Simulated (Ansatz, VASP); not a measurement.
## SiO2: VASP beside Ansatz

```
CELL_PARAMETERS angstrom
7.20742 0.00000 0.00000
0.00000 7.20742 0.00000
0.00000 0.00000 7.20742
ATOMIC_POSITIONS crystal
Si 0.27797 0.27797 0.27797
Si 0.22203 0.72203 0.77797
Si 0.77797 0.22203 0.72203
Si 0.72203 0.77797 0.22203
Si 0.01918 0.01918 0.01918
Si 0.48082 0.98082 0.51918
Si 0.51918 0.48082 0.98082
Si 0.98082 0.51918 0.48082
O 0.14852 0.14852 0.14852
O 0.35148 0.85148 0.64852
O 0.64852 0.35148 0.85148
O 0.85148 0.64852 0.35148
O 0.63972 0.65866 0.04945
O 0.86028 0.34134 0.54945
O 0.13972 0.84134 0.95055
O 0.36028 0.15866 0.45055
O 0.04945 0.63972 0.65866
O 0.54945 0.86028 0.34134
O 0.95055 0.13972 0.84134
O 0.45055 0.36028 0.15866
O 0.65866 0.04945 0.63972
O 0.34134 0.54945 0.86028
O 0.84134 0.95055 0.13972
O 0.15866 0.45055 0.36028
```

Change from the starting cell: volume scaled by 1.02, ions relaxed.

Alike in both runs: functional PBE; k mesh 4 × 4 × 4; occupations fermi-dirac, width 0.02 eV; no spin polarisation.

Ansatz relaxed the structure, and its values are those at the end. VASP's run is a single point on that final structure, the one shown.

```csv
,VASP,Ansatz
version,VASP 6.6.1,Ansatz 0.2.0
potentials or method,"VASP PAW PBE potentials, release 64 (Si, O)","plane-wave PAW, scalar-relativistic"
plane-wave cutoff (eV),520,420
valence electrons in the cell,128,128
```

|  | VASP | Ansatz | Ansatz less VASP |
| --- | --- | --- | --- |
| gap on the k mesh at the Fermi level (eV) | 5.63 | 5.63 | +0.002 |
| pressure (GPa) | 0.3 | 0.2 | -0.12 |
| rms of the force components (eV/Å) | 0.010 | 0.007 | -0.0034 |

The functional is the same, so the differences come from potentials, cutoffs and numerics. Ansatz's warnings: stress scf threshold loose.
